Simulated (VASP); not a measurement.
# AlN (P6_3/mmc) in VASP: further runs

Runs on AlN. Level: PBEsol. Tasks: single point.

Program: VASP 6.6.1. These are calculated values, not measurements. Logs are shortened: lines on timing, memory, paths and dates and some standing lists are left out, and cuts for length are marked.

## Step 1: The cell of the first run

The structure is hexagonal, space group P6_3/mmc (No. 194). The conventional cell has a = 3.361 Å, b = 3.361 Å, c = 4.016 Å, α = 90.00°, β = 90.00°, γ = 120.00°. Al (site symmetry -6m2) has 5 N at 1.94 to 2.01 Å within 2.6 Å. Within 2.6 Å of N (site symmetry -6m2) lie 5 Al at 1.94 to 2.01 Å.

## Step 2: Single point, PBEsol

Input file INCAR:

```
ALGO     = Normal         # electronic algorithm
EDIFF    = 1E-6           # SCF threshold, eV
ENCUT    = 520            # plane-wave cutoff, eV
GGA      = PS             # functional
ISIF     = 2              # what is computed and relaxed
ISMEAR   = 0              # smearing method
LASPH    = T              # aspherical terms in the spheres
LCHARG   = T              # write CHGCAR
LELF     = T              # ELF
LREAL    = F              # projectors in reciprocal space
LVHAR    = T            
LWAVE    = F              # write WAVECAR
NBANDS   = 16             # bands
NELM     = 80             # most SCF steps
PREC     = Accurate       # precision mode
SIGMA    = 0.05           # smearing width, eV
```

Input file KPOINTS:

```
k-points
0
Gamma
  9 9 6
```

Input file POSCAR:

```
AlN
1.0
    3.3609000000      0.0000000000      0.0000000000
   -1.6804500000      2.9106247796      0.0000000000
    0.0000000000      0.0000000000      4.0158000000
Al N
2 2
Direct
    0.3333333333      0.6666666667      0.7500000000
    0.6666666667      0.3333333333      0.2500000000
    0.3333333333      0.6666666667      0.2500000000
    0.6666666667      0.3333333333      0.7500000000
```

Potentials or basis: VASP PAW PBE potentials, release 64 (Al, N).

Started as:

```sh
$ cat potpaw_PBE.64/Al/POTCAR potpaw_PBE.64/N/POTCAR > POTCAR
$ mpirun -np 1 vasp_std > vasp.out
```

OUTCAR:

```text
EDIFF = 1E-6
   ENCUT = 520
   GGA = PS
   ISIF = 2
   ISMEAR = 0
   LASPH = T
   LREAL = F
   NELM = 80
   PREC = Accurate

 ion  position               nearest neighbor table
   1  0.333  0.667  0.750-   4 1.94   4 1.94   4 1.94   3 2.01   3 2.01   2 2.79   2 2.79   2 2.79
                             2 2.79   2 2.79   2 2.79
   2  0.667  0.333  0.250-   3 1.94   3 1.94   3 1.94   4 2.01   4 2.01   1 2.79   1 2.79   1 2.79
                             1 2.79   1 2.79   1 2.79
   3  0.333  0.667  0.250-   2 1.94   2 1.94   2 1.94   1 2.01   1 2.01
   4  0.667  0.333  0.750-   1 1.94   1 1.94   1 1.94   2 2.01   2 2.01

  LATTYP: Found a hexagonal cell.
 ALAT       =     3.3609000000
 C/A-ratio  =     1.1948585200

  Lattice vectors:

 A1 = (   3.3609000000,   0.0000000000,   0.0000000000)
 A2 = (  -1.6804500000,   2.9106247796,   0.0000000000)
 A3 = (   0.0000000000,   0.0000000000,   4.0158000000)

Analysis of symmetry for initial positions (statically):
=====================================================================
 Subroutine PRICEL returns:
 Original cell was already a primitive cell.

 Routine SETGRP: Setting up the symmetry group for a
 hexagonal supercell.

 Subroutine GETGRP returns: Found 24 space group operations
 (whereof 12 operations were pure point group operations)
 out of a pool of 24 trial point group operations.

The static configuration has the point symmetry D_3d.
 The point group associated with its full space group is D_6h.

Analysis of symmetry for dynamics (positions and initial velocities):
=====================================================================
 Subroutine PRICEL returns:
 Original cell was already a primitive cell.

 Routine SETGRP: Setting up the symmetry group for a
 hexagonal supercell.

 Subroutine GETGRP returns: Found 24 space group operations
 (whereof 12 operations were pure point group operations)
 out of a pool of 24 trial point group operations.

The dynamic configuration has the point symmetry D_3d.
 The point group associated with its full space group is D_6h.

 Subroutine INISYM returns: Found 24 space group operations
 (whereof 12 operations are pure point group operations),
 and found     1 'primitive' translations

----------------------------------------------------------------------------------------

                                     Primitive cell

  volume of cell :      39.2838

  direct lattice vectors                    reciprocal lattice vectors
     3.360900000  0.000000000  0.000000000     0.297539350  0.171784424  0.000000000
    -1.680450000  2.910624780  0.000000000     0.000000000  0.343568847  0.000000000
     0.000000000  0.000000000  4.015800000     0.000000000  0.000000000  0.249016385

  length of vectors
     3.360900000  3.360900000  4.015800000     0.343568847  0.343568847  0.249016385

  position of ions in fractional coordinates (direct lattice)
     0.333333333  0.666666667  0.750000000
     0.666666667  0.333333333  0.250000000
     0.333333333  0.666666667  0.250000000
     0.666666667  0.333333333  0.750000000

  ion indices of the primitive-cell ions
   primitive index   ion index
                 1           1
                 2           2
                 3           3
                 4           4

----------------------------------------------------------------------------------------

 KPOINTS: k-points

Automatic generation of k-mesh.
 Grid dimensions read from file:
 generate k-points for:    9    9    6

 Generating k-lattice:

  Cartesian coordinates                     Fractional coordinates (reciprocal lattice)
     0.033059928  0.019087158  0.000000000     0.111111111 -0.000000000  0.000000000
     0.000000000  0.038174316  0.000000000     0.000000000  0.111111111  0.000000000
     0.000000000  0.000000000  0.041502731     0.000000000  0.000000000  0.166666667

  Length of vectors
     0.038174316  0.038174316  0.041502731

  Shift w.r.t. Gamma in fractional coordinates (k-lattice)
     0.000000000  0.000000000  0.000000000

 Subroutine IBZKPT returns following result:
 ===========================================

 Found     48 irreducible k-points:

 Following reciprocal coordinates:
            Coordinates               Weight
  0.000000  0.000000  0.000000      1.000000
  0.111111  0.000000  0.000000      6.000000
  0.222222 -0.000000  0.000000      6.000000
  0.333333  0.000000  0.000000      6.000000
  0.444444 -0.000000  0.000000      6.000000
  0.111111  0.111111  0.000000      6.000000
[... 16 lines left out ...]
  0.333333  0.222222  0.166667     24.000000
  0.333333  0.333333  0.166667      4.000000
 [... further k-points ...]
   k-points           NKPTS =     48   k-points in BZ     NKDIM =     48   number of bands    NBANDS=     16
   number of dos      NEDOS =    301   number of ions     NIONS =      4
   total plane-waves  NPLWV =  23520
   dimension x,y,z NGX =    28 NGY =   28 NGZ =   30
   dimension x,y,z NGXF=    56 NGYF=   56 NGZF=   60
   ions per type =               2   2
   NGX,Y,Z   is equivalent  to a cutoff of  13.85, 13.85, 12.42 a.u.
   NGXF,Y,Z  is equivalent  to a cutoff of  27.70, 27.70, 24.84 a.u.
 SYSTEM =  unknown system
   PREC   = accura    normal or accurate (medium, high low for compatibility)
   ISTART =      0    job   : 0-new  1-cont  2-samecut
   ICHARG =      2    charge: 1-file 2-atom 10-const
   ISPIN  =      1    spin polarized calculation?
   LNONCOLLINEAR =      F non collinear calculations
   LSORBIT =      F    spin-orbit coupling
   LASPH  =      T    aspherical Exc in radial PAW
   ENCUT  =  520.0 eV  38.22 Ry    6.18 a.u.   6.25  6.25  7.47*2*pi/ulx,y,z
   NELM   =     80;   NELMIN=  2; NELMDL= -5     # of ELM steps
   EDIFF  = 0.1E-05   stopping-criterion for ELM
   LREAL  =      F    real-space projection
   EDIFFG = 0.1E-04   stopping-criterion for IOM
   NSW    =      0    number of steps for IOM
   IBRION =     -1    ionic relax: 0-MD 1-quasi-New 2-CG
   NFREE  =      0    steps in history (QN), initial steepest desc. (CG)
   ISIF   =      2    stress and relaxation
   ISYM   =      2    0-nonsym 1-usesym 2-fastsym
   POTIM  = 0.5000    time-step for ionic-motion
   TEBEG  =    0.0;   TEEND  =   0.0 temperature during run
   PSTRESS=    0.0 pullay stress
   NELECT =      16.0000    total number of electrons
   NUPDOWN=      -1.0000    fix difference up-down
   EMIN   =  10.00;   EMAX   =-10.00  energy-range for DOS
   EFERMI =   0.00;   METHOD = LEGACY
   ISMEAR =     0;   SIGMA  =   0.05  broadening in eV -4-tet -1-fermi 0-gaus
   EFERMI_NEDOS =   21; number of points for ismear=-14 and -15
   IALGO  =     38    algorithm
   IMIX   =      4    mixing-type and parameters
     AMIX     =   0.40;   BMIX     =  1.00
     AMIX_MAG =   1.60;   BMIX_MAG =  1.00
  volume/ion in A,a.u.               =       9.82        66.28
  Fermi-wavevector in a.u.,A,eV,Ry     =   1.213510  2.293202 20.036044  1.472608
  Thomas-Fermi vector in A             =   2.348960
   LORBIT       =      0    0 simple, 1 ext, 2 COOP (PROOUT), +10 PAW based schemes
   GGA     = PS    functional components
   LHFCALC =     F    Hartree Fock is set to
   AEXX    =    0.0000 exact exchange contribution
   IVDW    =     0    specifies the selected vdW correction
   LEPSILON=     F    determine dielectric tensor
   LRPA    =     F    only Hartree local field effects (RPA)
 non-spin polarized calculation
 Gauss-broadening in eV      SIGMA  =   0.05
  energy-cutoff  :      520.00
  volume of cell :       39.28
 maximum number of plane-waves:      1082
 NGX is ok and might be reduce to    28
   NGX = 13   NGY = 13   NGZ = 15

 number of electron      15.9999998 magnetization

 Free energy of the ion-electron system (eV)
  ---------------------------------------------------
  ext. energy  EPLUGINS =         0.00000000
  ---------------------------------------------------
  free energy    TOTEN  =       -30.90400407 eV

  energy without entropy =      -30.90400407  energy(sigma->0) =      -30.90400407

 E-fermi :   7.9470     XC(G=0): -11.3972

 val. band max:        7.7321611943   @ k =   0.0000   0.0000   0.0000
 cond. band min:      11.1674738838   @ k =   0.0000   0.0000   0.0000
 fundamental gap:      3.4353126895
 Fermi energy:         7.9470166169

 k-point     1 :       0.0000    0.0000    0.0000
  band No.  band energies     occupation
      1      -8.9123      2.00000
      2      -4.8910      2.00000
      3       1.1051      2.00000
      4       4.4748      2.00000
      5       4.4748      2.00000
      6       6.4474      2.00000
[... 8 lines left out ...]
     15      19.5879      0.00000
     16      19.5879      0.00000

 k-point     2 :       0.1111    0.0000    0.0000
  band No.  band energies     occupation
      1      -8.7750      2.00000
      2      -4.9149      2.00000
      3       1.2481      2.00000
      4       4.0246      2.00000
      5       4.2703      2.00000
      6       5.9753      2.00000
[... 8 lines left out ...]
     15      19.0562      0.00000
     16      19.6198      0.00000

 k-point     3 :       0.2222   -0.0000    0.0000
  band No.  band energies     occupation
      1      -8.3805      2.00000
      2      -5.0273      2.00000
      3       1.6646      2.00000
      4       3.0451      2.00000
      5       3.8546      2.00000
      6       5.1490      2.00000
[... 8 lines left out ...]
     15      18.3531      0.00000
     16      20.5069      0.00000

 k-point     4 :       0.3333    0.0000    0.0000
  band No.  band energies     occupation
      1      -7.7920      2.00000
      2      -5.3133      2.00000
      3       2.1470      2.00000
      4       2.3036      2.00000
      5       3.4798      2.00000
      6       4.4689      2.00000
[... 8 lines left out ...]
     15      18.8752      0.00000
     16      21.3794      0.00000

 k-point     5 :       0.4444   -0.0000    0.0000
  band No.  band energies     occupation
      1      -7.1974      2.00000
      2      -5.7292      2.00000
      3       1.6626      2.00000
      4       2.9762      2.00000
      5       3.2692      2.00000
      6       4.0927      2.00000
[... 8 lines left out ...]
     15      20.5403      0.00000
     16      21.8652      0.00000

 k-point     6 :       0.1111    0.1111    0.0000
  band No.  band energies     occupation
      1      -8.5087      2.00000
      2      -4.9827      2.00000
      3       1.5283      2.00000
      4       3.5394      2.00000
      5       3.6531      2.00000
      6       5.5439      2.00000
[... 8 lines left out ...]
     15      18.9905      0.00000
     16      20.2618      0.00000
[... 267 lines left out ...]
 k-point    21 :       0.4444    0.1111    0.1667
  band No.  band energies     occupation
      1      -6.8730      2.00000
      2      -5.8745      2.00000
      3       1.0950      2.00000
      4       2.7679      2.00000
      5       2.8391      2.00000
      6       4.3791      2.00000
[... 8 lines left out ...]
     15      20.0904      0.00000
     16      21.6777      0.00000

 k-point    22 :       0.2222    0.2222    0.1667
  band No.  band energies     occupation
      1      -7.3200      2.00000
      2      -5.5780      2.00000
      3       1.6180      2.00000
      4       1.9701      2.00000
      5       3.6749      2.00000
      6       4.3369      2.00000
[... 8 lines left out ...]
     15      19.8725      0.00000
     16      21.4253      0.00000

 k-point    23 :       0.3333    0.2222    0.1667
  band No.  band energies     occupation
      1      -6.7683      2.00000
      2      -5.9089      2.00000
      3       1.3441      2.00000
      4       2.0943      2.00000
      5       2.9119      2.00000
      6       4.8164      2.00000
[... 8 lines left out ...]
     15      19.8069      0.00000
     16      21.2792      0.00000

 k-point    24 :       0.3333    0.3333    0.1667
  band No.  band energies     occupation
      1      -6.2954      2.00000
      2      -6.2954      2.00000
      3       1.2950      2.00000
      4       2.3673      2.00000
      5       2.3673      2.00000
      6       5.2810      2.00000
[... 8 lines left out ...]
     15      19.3447      0.00000
     16      21.3203      0.00000

 [... further k-points ...]

------------------------ aborting loop because EDIFF is reached ----------------------------------------

  FORCE on cell =-STRESS in cart. coord.  units (eV):
  Direction    XX          YY          ZZ          XY          YZ          ZX
  --------------------------------------------------------------------------------------
  -------------------------------------------------------------------------------------
  Total       -1.1873066     -1.1873066      1.3835444      0.0000000      0.0000000      0.0000000
  in kB      -48.4238790    -48.4238790     56.4273662      0.0000000      0.0000000      0.0000000
  external PRESSURE =     -13.4734639 kB  Pullay stress =       0.0000000 kB

 VOLUME and BASIS-vectors are now :
 -----------------------------------------------------------------------------
  energy-cutoff  :      520.00
  volume of cell :       39.28
      direct lattice vectors                 reciprocal lattice vectors
     3.360900000  0.000000000  0.000000000     0.297539350  0.171784424  0.000000000
    -1.680450000  2.910624780  0.000000000     0.000000000  0.343568847  0.000000000
     0.000000000  0.000000000  4.015800000     0.000000000  0.000000000  0.249016385

 POSITION                                       TOTAL-FORCE (eV/Angst)
 -----------------------------------------------------------------------------------
     -0.00000      1.94042      3.01185        -0.000000     -0.000000      0.000000
      1.68045      0.97021      1.00395        -0.000000      0.000000      0.000000
     -0.00000      1.94042      1.00395        -0.000000     -0.000000      0.000000
      1.68045      0.97021      3.01185         0.000000      0.000000      0.000000
 -----------------------------------------------------------------------------------
    total drift:                                0.000000     -0.000000      0.000000

  FREE ENERGIE OF THE ION-ELECTRON SYSTEM (eV)
  ---------------------------------------------------
  free  energy   TOTEN  =       -30.9040040743 eV

  energy  without entropy=      -30.9040040743  energy(sigma->0) =      -30.90400407
```

Wall time 43 s (1 thread of Intel Xeon Platinum 8488C (Sapphire Rapids), shared host); peak memory 0.16 GiB.

Results:

- Free energy: -30.9040 eV
- Pressure: -1.3 GPa
- Band gap on the k mesh: 3.44 eV, direct

Caveat: the PAW data sets were made with another functional, which shifts forces and pressure a little. As with any semilocal functional, this PBEsol gap is likely too small.

## Step 3: Single point, PBEsol

This run uses another cell than the first one, of 10.05 Å³/atom, 1.024 times its volume.

Input file INCAR:

```
ALGO = Normal
EDIFF = 1E-6
ENCUT = 520
GGA = PS
ISIF = 2
ISMEAR = 0
LASPH = T
LCHARG = T
LELF = T
LREAL = F
LVHAR = T
LWAVE = F
NBANDS = 16
NELM = 60
PREC = Accurate
SIGMA = 0.05
```

KPOINTS is that of step 2.

POSCAR, as its differences from that of step 2:

```diff
@@ -2,4 +2,4 @@
 1.0
-    3.3609000000      0.0000000000      0.0000000000
-   -1.6804500000      2.9106247796      0.0000000000
+    3.4005000000      0.0000000000      0.0000000000
+   -1.7002500000      2.9449193856      0.0000000000
     0.0000000000      0.0000000000      4.0158000000
```

Potentials or basis: VASP PAW PBE potentials, release 64 (Al, N).

Started as:

```sh
$ cat potpaw_PBE.64/Al/POTCAR potpaw_PBE.64/N/POTCAR > POTCAR
$ mpirun -np 1 vasp_std > vasp.out
```

Wall time 16 s (1 thread of Intel Xeon 6975P-C (Granite Rapids), shared host); peak memory 0.16 GiB.

It converged, with:

| Property | Result |
| --- | --- |
| Free energy | -30.8612 eV |
| Pressure | -5.9 GPa |
| Band gap on the k mesh | 3.32 eV, direct |

Stress tensor (GPa, compression positive):
```
-9.91  0.00  0.00
 0.00 -9.91  0.00
 0.00  0.00  2.21
```

Levels at points of the mesh, in eV from the valence-band top:
```tsv
k point	band 5	band 6	band 7	band 8	band 9	band 10	band 11	band 12
(0.00, 0.00, 0.00)	-3.16	-1.16	-1.16	0.00	3.32	4.36	8.05	8.05
(0.00, 0.00, 0.50)	-2.20	-2.20	-2.20	-2.20	5.76	5.76	8.13	8.13
```

Caveat: the PAW data sets were made with another functional, which shifts forces and pressure a little. Expect the measured gap to be larger: semilocal functionals such as PBEsol lack the derivative discontinuity.

## Step 4: Single point, PBEsol

This run uses another cell than the first one, of 9.89 Å³/atom, 1.007 times its volume.

Input file INCAR:

```
  ALGO = Normal
  EDIFF = 1E-6
  ENCUT = 520
  GGA = PS
  ISIF = 2
  ISMEAR = 0
  LASPH = True
  LCHARG = False
  LREAL = False
  LWAVE = False
  NBANDS = 16
  NELM = 80
  PREC = Accurate
  SIGMA = 0.05
```

KPOINTS is that of step 3.

Input file POSCAR:

```
AlN
1.0
    3.3212000000      0.0000000000      0.0000000000
   -1.6606000000      2.8762435710      0.0000000000
    0.0000000000      0.0000000000      4.1400037194
Al N
2 2
Direct
    0.3333333333      0.6666666667      0.7500000000
    0.6666666667      0.3333333333      0.2500000000
    0.3333333333      0.6666666667      0.2500000000
    0.6666666667      0.3333333333      0.7500000000
```

Started as:

```sh
$ cat potpaw_PBE.64/Al/POTCAR potpaw_PBE.64/N/POTCAR > POTCAR
$ mpirun -np 1 vasp_std > vasp.out
```

Wall time 17 s (1 thread of Intel Xeon 6975P-C (Granite Rapids), shared host); peak memory 0.17 GiB.

The run converged. Its results:

| Property | Result |
| --- | --- |
| Free energy | -30.9414 eV |
| Pressure | -2.6 GPa |
| Band gap on the k mesh | 3.27 eV, direct |

Stress tensor (GPa, compression positive):
```
-3.16  0.00  0.00
 0.00 -3.16  0.00
 0.00  0.00 -1.60
```

Levels at points of the mesh, in eV from the valence-band top:
```csv
k point,band 4,band 5,band 6,band 7,band 8,band 9,band 10,band 11,band 12,band 13
"(0.00, 0.00, 0.00)",-3.29,-3.29,-1.54,-1.54,0.00,3.27,4.39,8.14,8.14,11.26
"(0.00, 0.00, 0.50)",-3.70,-2.46,-2.46,-2.46,-2.46,5.65,5.65,8.30,8.30,8.30
```

Caveat: the PAW data sets were made with another functional, which shifts forces and pressure a little. A hybrid or GW would open this gap; PBEsol tends to underestimate it.

## Step 5: Single point, PBEsol

This run uses another cell than the first one, of 9.87 Å³/atom, 1.005 times its volume.

Input file INCAR:

```
ALGO = Normal
EDIFF = 1E-6
ENCUT = 520
GGA = PS
ISIF = 2
ISMEAR = 0
LASPH = T
LCHARG = F
LREAL = F
LWAVE = F
NBANDS = 16
NELM = 80
PREC = Accurate
SIGMA = 0.05
```

KPOINTS is that of step 4.

Input file POSCAR:

```
AlN
1.0
    3.3014407767      0.0000000000      0.0000000000
   -1.6507203884      2.8591315817      0.0000000000
    0.0000000000      0.0000000000      4.1814000000
Al N
2 2
Direct
    0.3333333333      0.6666666667      0.7500000000
    0.6666666667      0.3333333333      0.2500000000
    0.3333333333      0.6666666667      0.2500000000
    0.6666666667      0.3333333333      0.7500000000
```

Started as:

```sh
$ cat potpaw_PBE.64/Al/POTCAR potpaw_PBE.64/N/POTCAR > POTCAR
$ mpirun -np 1 vasp_std > vasp.out
```

Wall time 14 s (1 thread of Intel Xeon 6975P-C (Granite Rapids), shared host); peak memory 0.16 GiB.

It converged, with:

* Free energy: -30.9425 eV
* Pressure: -1.8 GPa
* Band gap on the k mesh: 3.24 eV, direct

Stress tensor (GPa, compression positive):
```
-1.31  0.00  0.00
 0.00 -1.31  0.00
 0.00  0.00 -2.89
```

Levels at points of the mesh, in eV from the valence-band top:
```
           k point  band 4  band 5  band 6  band 7  band 8  band 9  band 10  band 11  band 12  band 13
(0.00, 0.00, 0.00)   -3.31   -3.31   -1.64   -1.64    0.00    3.24     4.40     8.18     8.18    11.21
(0.00, 0.00, 0.50)   -3.76   -2.51   -2.51   -2.51   -2.51    5.61     5.61     8.36     8.36     8.36
```

Caveat: the PAW data sets were made with another functional, which shifts forces and pressure a little. A hybrid or GW would open this gap; PBEsol tends to underestimate it.

(Part 1 of 2 ends here.)
